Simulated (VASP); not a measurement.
# Al2GaN3 (Cm) in VASP: single point with r2SCAN

Aim: the single point of Al2GaN3 with r2SCAN.

Program: VASP 6.6.1. These are calculated values, not measurements. Logs are shortened: lines on timing, memory, paths and dates and some standing lists are left out, and cuts for length are marked.

### 1 The cell of the first run

The structure is monoclinic, space group Cm (No. 8). Conventional cell: a = 11.479 Å, b = 3.132 Å, c = 7.414 Å, α = 90.00°, β = 104.82°, γ = 90.00°. Within 2.5 Å of Al (site symmetry m) lie 4 N at 1.88 to 1.91 Å. Al (site symmetry m) has 4 N at 1.89 to 1.90 Å within 2.5 Å. Al (site symmetry m) has 4 N at 1.90 to 1.91 Å within 2.5 Å. Al (site symmetry m) has 4 N at 1.90 Å within 2.5 Å. Within 2.6 Å of Ga (site symmetry m) lie 4 N at 1.93 to 1.96 Å. Within 2.6 Å of Ga (site symmetry m) lie 4 N at 1.93 to 1.96 Å. N (site symmetry m) has 3 Al at 1.90 Å and 1 Ga at 1.96 Å within 2.5 Å. Within 2.5 Å of N (site symmetry m) lie 3 Al at 1.89 to 1.90 Å and 1 Ga at 1.96 Å.

### 2 Single point, r2SCAN

The input, POSCAR:

```
Al2GaN3
1.0
    5.7394230340     -1.5660793800      0.0000000000
    5.7394230340      1.5660793800      0.0000000000
   -1.8961006863      0.0000000000      7.1678385998
Al Ga N
4 2 6
Direct
    0.9440972300      0.9440972300      0.3892893100
    0.8889286400      0.8889286400      0.7766388100
    0.2229334800      0.2229334800      0.4444025000
    0.5540633900      0.5540633900      0.1133144200
    0.2773526900      0.2773526900      0.0578216000
    0.6095714000      0.6095714000      0.7216491900
    0.1474265000      0.1474265000      0.1851942100
    0.4813449300      0.4813449300      0.8528668400
    0.8182437600      0.8182437600      0.5148964600
    0.7647922800      0.7647922800      0.9012468200
    0.0950408400      0.0950408400      0.5636891900
    0.4315698600      0.4315698600      0.2437916400
```

The input, INCAR.step1:

```
SYSTEM = Al2GaN3
PREC     = Accurate       ! precision mode
ENCUT    = 520            ! plane-wave cutoff, eV
ISMEAR   = 0              ! smearing method
SIGMA    = 0.1            ! smearing width, eV
LREAL    = .FALSE.        ! projectors in reciprocal space
LASPH    = .TRUE.         ! aspherical terms in the spheres
NELM     = 60             ! most SCF steps
NBANDS   = 46             ! bands
GGA      = PE             ! functional
ALGO     = Normal         ! electronic algorithm
EDIFF    = 1E-4           ! SCF threshold, eV
LWAVE    = .TRUE.         ! write WAVECAR
LCHARG   = .FALSE.        ! write CHGCAR
```

The input, INCAR.step2:

```
SYSTEM = Al2GaN3
PREC     = Accurate       ! precision mode
ENCUT    = 520            ! plane-wave cutoff, eV
EDIFF    = 1E-6           ! SCF threshold, eV
ISMEAR   = 0              ! smearing method
SIGMA    = 0.1            ! smearing width, eV
LREAL    = .FALSE.        ! projectors in reciprocal space
LASPH    = .TRUE.         ! aspherical terms in the spheres
NELM     = 60             ! most SCF steps
ALGO     = Normal         ! electronic algorithm
ISIF     = 2              ! what is computed and relaxed
LWAVE    = .FALSE.        ! write WAVECAR
LCHARG   = .FALSE.        ! write CHGCAR
METAGGA  = R2SCAN         ! meta-GGA
LMIXTAU  = .TRUE.       
NBANDS   = 46             ! bands
ISTART   = 1
```

The input, KPOINTS:

```
Automatic mesh
0
G
  6 6 4
  0 0 0
```

Potentials or basis: VASP PAW PBE potentials, release 64 (Al, Ga_d, N).

Launch:

```console
cat potpaw_PBE.64/Al/POTCAR potpaw_PBE.64/Ga_d/POTCAR potpaw_PBE.64/N/POTCAR > POTCAR
cp INCAR.step1 INCAR
mpirun -np 1 vasp_std > vasp.out
cp INCAR.step2 INCAR
mpirun -np 1 vasp_std > vasp.out
```

OUTCAR:

```text
SYSTEM = Al2GaN3
   PREC = Accurate
   ENCUT = 520
   EDIFF = 1E-6
   ISMEAR = 0
   LREAL = .FALSE.
   LASPH = .TRUE.
   NELM = 60
   ISIF = 2
   METAGGA = R2SCAN
   ISTART = 1

 ion  position               nearest neighbor table
   1  0.944  0.944  0.389-  11 1.88  12 1.89  12 1.89   9 1.91   4 3.09   4 3.09   2 3.10   3 3.10
                             3 3.10   6 3.12   6 3.12   3 3.12   5 3.12   5 3.12
   2  0.889  0.889  0.777-  10 1.89   8 1.89   8 1.89   9 1.90   6 3.09   6 3.09   1 3.10   3 3.12
                             3 3.12   6 3.13   5 3.13   5 3.13   4 3.14   4 3.14
   3  0.223  0.223  0.444-   7 1.90  11 1.90   9 1.91   9 1.91   5 3.09   1 3.10   1 3.10   6 3.12
                             6 3.12   1 3.12   2 3.12   2 3.12   4 3.13   4 3.13
   4  0.554  0.554  0.113-   7 1.90   7 1.90   8 1.90  12 1.90   1 3.09   1 3.09   5 3.10   5 3.12
                             5 3.12   6 3.13   3 3.13   3 3.13   2 3.14   2 3.14
   5  0.277  0.277  0.058-  10 1.93  10 1.93  12 1.95   7 1.96   3 3.09   4 3.10   4 3.12   4 3.12
                             1 3.12   1 3.12   2 3.13   2 3.13
   6  0.610  0.610  0.722-  10 1.93  11 1.94  11 1.94   8 1.96   2 3.09   2 3.09   1 3.12   1 3.12
                             3 3.12   3 3.12   2 3.13   4 3.13
   7  0.147  0.147  0.185-   3 1.90   4 1.90   4 1.90   5 1.96
   8  0.481  0.481  0.853-   2 1.89   2 1.89   4 1.90   6 1.96
   9  0.818  0.818  0.515-   2 1.90   3 1.91   3 1.91   1 1.91
  10  0.765  0.765  0.901-   2 1.89   6 1.93   5 1.93   5 1.93
  11  0.095  0.095  0.564-   1 1.88   3 1.90   6 1.94   6 1.94
  12  0.432  0.432  0.244-   1 1.89   1 1.89   4 1.90   5 1.95

  LATTYP: Found a base centered monoclinic cell.
 ALAT       =    11.4788460680
 B/A-ratio  =     0.2728635563
 C/A-ratio  =     0.6459172955
 COS(beta)  =    -0.2557326917

  Lattice vectors:

 A1 = (   5.7394230340,  -1.5660793800,   0.0000000000)
 A2 = (   5.7394230340,   1.5660793800,   0.0000000000)
 A3 = (  -1.8961006863,   0.0000000000,   7.1678385998)

Analysis of symmetry for initial positions (statically):
=====================================================================
 Subroutine PRICEL returns:
 Original cell was already a primitive cell.

 Routine SETGRP: Setting up the symmetry group for a
 base centered monoclinic supercell.

 Subroutine GETGRP returns: Found  2 space group operations
 (whereof  2 operations were pure point group operations)
 out of a pool of  4 trial point group operations.

The static configuration has the point symmetry C_1h.

Analysis of symmetry for dynamics (positions and initial velocities):
=====================================================================
 Subroutine PRICEL returns:
 Original cell was already a primitive cell.

 Routine SETGRP: Setting up the symmetry group for a
 base centered monoclinic supercell.

 Subroutine GETGRP returns: Found  2 space group operations
 (whereof  2 operations were pure point group operations)
 out of a pool of  4 trial point group operations.

The dynamic configuration has the point symmetry C_1h.

 Subroutine INISYM returns: Found  2 space group operations
 (whereof  2 operations are pure point group operations),
 and found     1 'primitive' translations

----------------------------------------------------------------------------------------

                                     Primitive cell

  volume of cell :     128.8547

  direct lattice vectors                    reciprocal lattice vectors
     5.739423034 -1.566079380  0.000000000     0.087116771 -0.319268618  0.023044906
     5.739423034  1.566079380  0.000000000     0.087116771  0.319268618  0.023044906
    -1.896100686  0.000000000  7.167838600     0.000000000  0.000000000  0.139512070

  length of vectors
     5.949250490  5.949250490  7.414385208     0.331742144  0.331742144  0.139512070

  position of ions in fractional coordinates (direct lattice)
     0.944097230  0.944097230  0.389289310
     0.888928640  0.888928640  0.776638810
     0.222933480  0.222933480  0.444402500
     0.554063390  0.554063390  0.113314420
     0.277352690  0.277352690  0.057821600
     0.609571400  0.609571400  0.721649190
     0.147426500  0.147426500  0.185194210
     0.481344930  0.481344930  0.852866840
     0.818243760  0.818243760  0.514896460
     0.764792280  0.764792280  0.901246820
     0.095040840  0.095040840  0.563689190
     0.431569860  0.431569860  0.243791640

  ion indices of the primitive-cell ions
   primitive index   ion index
                 1           1
                 2           2
[... 25 lines left out ...]

  Length of vectors
     0.055290357  0.055290357  0.034878017

  Shift w.r.t. Gamma in fractional coordinates (k-lattice)
     0.000000000  0.000000000  0.000000000

 Subroutine IBZKPT returns following result:
 ===========================================

 Found     47 irreducible k-points:

 Following reciprocal coordinates:
            Coordinates               Weight
  0.000000  0.000000  0.000000      1.000000
  0.166667  0.000000 -0.000000      4.000000
  0.333333  0.000000  0.000000      4.000000
  0.500000  0.000000 -0.000000      2.000000
  0.166667  0.166667 -0.000000      2.000000
  0.333333  0.166667 -0.000000      4.000000
[... 16 lines left out ...]
 -0.333333  0.166667  0.250000      4.000000
 -0.166667  0.166667  0.250000      4.000000
 [... further k-points ...]
   k-points           NKPTS =     47   k-points in BZ     NKDIM =     47   number of bands    NBANDS=     46
   number of dos      NEDOS =    301   number of ions     NIONS =     12
   total plane-waves  NPLWV = 129024
   dimension x,y,z NGX =    48 NGY =   48 NGZ =   56
   dimension x,y,z NGXF=    96 NGYF=   96 NGZF=  112
   ions per type =               4   2   6
   NGX,Y,Z   is equivalent  to a cutoff of  13.41, 13.41, 12.56 a.u.
   NGXF,Y,Z  is equivalent  to a cutoff of  26.83, 26.83, 25.11 a.u.
 SYSTEM =  Al2GaN3
   PREC   = accura    normal or accurate (medium, high low for compatibility)
   ISTART =      1    job   : 0-new  1-cont  2-samecut
   ICHARG =      0    charge: 1-file 2-atom 10-const
   ISPIN  =      1    spin polarized calculation?
   LNONCOLLINEAR =      F non collinear calculations
   LSORBIT =      F    spin-orbit coupling
   LASPH  =      T    aspherical Exc in radial PAW
   ENCUT  =  520.0 eV  38.22 Ry    6.18 a.u.  11.06 11.06 13.79*2*pi/ulx,y,z
   NELM   =     60;   NELMIN=  2; NELMDL=  0     # of ELM steps
   EDIFF  = 0.1E-05   stopping-criterion for ELM
   LREAL  =      F    real-space projection
   EDIFFG = 0.1E-04   stopping-criterion for IOM
   NSW    =      0    number of steps for IOM
   IBRION =     -1    ionic relax: 0-MD 1-quasi-New 2-CG
   NFREE  =      0    steps in history (QN), initial steepest desc. (CG)
   ISIF   =      2    stress and relaxation
   ISYM   =      2    0-nonsym 1-usesym 2-fastsym
   POTIM  = 0.5000    time-step for ionic-motion
   TEBEG  =    0.0;   TEEND  =   0.0 temperature during run
   PSTRESS=    0.0 pullay stress
   NELECT =      68.0000    total number of electrons
   NUPDOWN=      -1.0000    fix difference up-down
   EMIN   =  10.00;   EMAX   =-10.00  energy-range for DOS
   EFERMI =   0.00;   METHOD = LEGACY
   ISMEAR =     0;   SIGMA  =   0.10  broadening in eV -4-tet -1-fermi 0-gaus
   EFERMI_NEDOS =   21; number of points for ismear=-14 and -15
   IALGO  =     38    algorithm
   IMIX   =      4    mixing-type and parameters
     AMIX     =   0.40;   BMIX     =  1.00
     AMIX_MAG =   1.60;   BMIX_MAG =  1.00
  volume/ion in A,a.u.               =      10.74        72.46
  Fermi-wavevector in a.u.,A,eV,Ry     =   1.322953  2.500019 23.812978  1.750204
  Thomas-Fermi vector in A             =   2.452596
   LORBIT       =      0    0 simple, 1 ext, 2 COOP (PROOUT), +10 PAW based schemes
   METAGGA = R2SCAN    functional components
   LHFCALC =     F    Hartree Fock is set to
   AEXX    =    0.0000 exact exchange contribution
   IVDW    =     0    specifies the selected vdW correction
   LEPSILON=     F    determine dielectric tensor
   LRPA    =     F    only Hartree local field effects (RPA)
 non-spin polarized calculation
 Gauss-broadening in eV      SIGMA  =   0.10
  energy-cutoff  :      520.00
  volume of cell :      128.85
 maximum number of plane-waves:      3490
 NGX is ok and might be reduce to    48
   NGX = 23   NGY = 23   NGZ = 27

 number of electron      67.9999996 magnetization

 Free energy of the ion-electron system (eV)
  ---------------------------------------------------
  ext. energy  EPLUGINS =         0.00000000
  ---------------------------------------------------
  free energy    TOTEN  =      -120.65754797 eV

  energy without entropy =     -120.65754797  energy(sigma->0) =     -120.65754797

 E-fermi :   6.0656     XC(G=0): -11.8524

 val. band max:        5.6196936760   @ k =   0.0000   0.0000   0.0000
 cond. band min:       9.5032414380   @ k =   0.0000   0.0000   0.0000
 fundamental gap:      3.8835477620
 Fermi energy:         6.0656009187

 k-point     1 :       0.0000    0.0000    0.0000
  band No.  band energies     occupation
      1     -10.6508      2.00000
      2      -9.6455      2.00000
      3      -9.3224      2.00000
      4      -9.1217      2.00000
      5      -8.9231      2.00000
      6      -8.5990      2.00000
[... 1165 lines left out ...]
     45      15.8509      0.00000
     46      16.2289      0.00000

 [... further k-points ...]

------------------------ aborting loop because EDIFF is reached ----------------------------------------

  FORCE on cell =-STRESS in cart. coord.  units (eV):
  Direction    XX          YY          ZZ          XY          YZ          ZX
  --------------------------------------------------------------------------------------
  -------------------------------------------------------------------------------------
  Total       -0.0517654     -0.0475188     -0.0321707      0.0000000      0.0000000     -0.0056947
  in kB       -0.6436501     -0.5908479     -0.4000099      0.0000000      0.0000000     -0.0708081
  external PRESSURE =      -0.5448359 kB  Pullay stress =       0.0000000 kB

 VOLUME and BASIS-vectors are now :
 -----------------------------------------------------------------------------
  energy-cutoff  :      520.00
  volume of cell :      128.85
      direct lattice vectors                 reciprocal lattice vectors
     5.739423034 -1.566079380  0.000000000     0.087116771 -0.319268618  0.023044906
     5.739423034  1.566079380  0.000000000     0.087116771  0.319268618  0.023044906
    -1.896100686  0.000000000  7.167838600     0.000000000  0.000000000  0.139512070

 POSITION                                       TOTAL-FORCE (eV/Angst)
 -----------------------------------------------------------------------------------
     10.09902      0.00000      2.79036         0.006690      0.000000      0.003449
      8.73129      0.00000      5.56682        -0.007019      0.000000     -0.002674
      1.71639      0.00000      3.18541         0.004971      0.000000      0.009844
      6.14515      0.00000      0.81222        -0.009044      0.000000      0.003183
      3.07405      0.00000      0.41446        -0.000814      0.000000     -0.012705
      5.62886      0.00000      5.17266        -0.003088      0.000000     -0.007338
      1.34114      0.00000      1.32744        -0.004827      0.000000     -0.009156
      3.90816      0.00000      6.11321         0.001131      0.000000      0.002694
      8.41620      0.00000      3.69069         0.003716      0.000000      0.011124
      7.07008      0.00000      6.45999         0.000770      0.000000      0.000848
      0.02215      0.00000      4.04043         0.015603      0.000000      0.013934
      4.49167      0.00000      1.74746        -0.008090      0.000000     -0.013203
 -----------------------------------------------------------------------------------
    total drift:                               -0.010898      0.000000     -0.003264

  FREE ENERGIE OF THE ION-ELECTRON SYSTEM (eV)
  ---------------------------------------------------
  free  energy   TOTEN  =      -120.6575479656 eV

  energy  without entropy=     -120.6575479656  energy(sigma->0) =     -120.65754797
```

It took 23 min on 1 thread of AMD EPYC 9R45 (Zen 5), shared host; peak memory 0.5 GiB.

What came out:

| Quantity | Value |
| --- | --- |
| Free energy | -120.6575 eV |
| Pressure | -0.1 GPa |
| Largest force | 0.021 eV/Å |
| Band gap on the k mesh | 3.88 eV |

Forces on the atoms (eV/Å):
```
Al   0.007  0.000  0.003
Al  -0.007  0.000 -0.003
Al   0.005  0.000  0.010
Al  -0.009  0.000  0.003
Ga  -0.001  0.000 -0.013
Ga  -0.003  0.000 -0.007
N   -0.005  0.000 -0.009
N    0.001  0.000  0.003
N    0.004  0.000  0.011
N    0.001  0.000  0.001
N    0.016  0.000  0.014
N   -0.008  0.000 -0.013
```

Levels at points of the mesh, in eV from the valence-band top:
| k point | band 31 | band 32 | band 33 | band 34 | band 35 | band 36 | band 37 | band 38 |
| --- | --- | --- | --- | --- | --- | --- | --- | --- |
| (0.00, 0.00, 0.00) | -0.88 | -0.08 | -0.03 | 0.00 | 3.88 | 5.76 | 6.02 | 6.59 |
| (0.50, 0.00, 0.00) | -1.56 | -1.49 | -1.32 | -1.28 | 5.43 | 5.78 | 6.18 | 6.40 |
| (0.50, 0.50, 0.00) | -0.88 | -0.68 | -0.55 | -0.36 | 5.97 | 5.99 | 6.30 | 6.66 |
| (0.00, 0.00, 0.50) | -0.55 | -0.46 | -0.33 | -0.11 | 5.29 | 5.32 | 5.81 | 5.87 |
| (0.50, 0.00, 0.50) | -1.89 | -1.10 | -0.93 | -0.79 | 6.02 | 6.13 | 6.30 | 6.44 |
| (0.50, 0.50, 0.50) | -0.75 | -0.65 | -0.27 | -0.19 | 5.75 | 5.88 | 6.36 | 6.67 |

Caveat: the PAW data sets were made with another functional, which shifts forces and pressure a little.
